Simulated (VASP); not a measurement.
## Au: single point with PBE

Crystal: Au.

```
Au
1.0
     0.00000    2.05827    2.05827
     2.05827    0.00000    2.05827
     2.05827    2.05827    0.00000
Au
1
Direct
  0.00000 0.00000 0.00000
```

- Program: VASP 6.6.1
- Task: single point
- Functional: PBE
- Potentials or basis: VASP PAW PBE potentials, release 64 (Au)
- Cutoff: 500 eV
- k mesh: 12 × 12 × 12
- Occupations: fermi-dirac, width 0.0612256 eV
- Spin: no spin polarisation
- Dipole correction: no
- Further INCAR settings: ALGO = Normal; EDIFF = 1e-06; NBANDS = 12

| Quantity | Value |
| --- | --- |
| Pressure | 4.4 GPa |

Levels at points of the mesh, in eV from the Fermi level:
```csv
k point,band 2,band 3,band 4,band 5,band 6,band 7,band 8,band 9,band 10,band 11
"(0.00, 0.00, 0.00)",-4.51,-4.51,-4.51,-3.06,-3.06,14.61,18.48,18.48,18.48,23.31
"(0.50, 0.00, 0.00)",-4.55,-4.55,-1.91,-1.91,-0.79,3.00,14.05,17.02,17.02,24.64
"(0.50, 0.50, 0.00)",-6.49,-1.95,-1.60,-1.60,1.14,5.65,10.00,10.00,17.02,19.55
```

Wall time 17 s on 1 thread of Intel Xeon 8259CL (shared host), peak memory 0.15 GiB.

Caveat: spin-orbit coupling is left out, which moves the levels of the heavy elements.
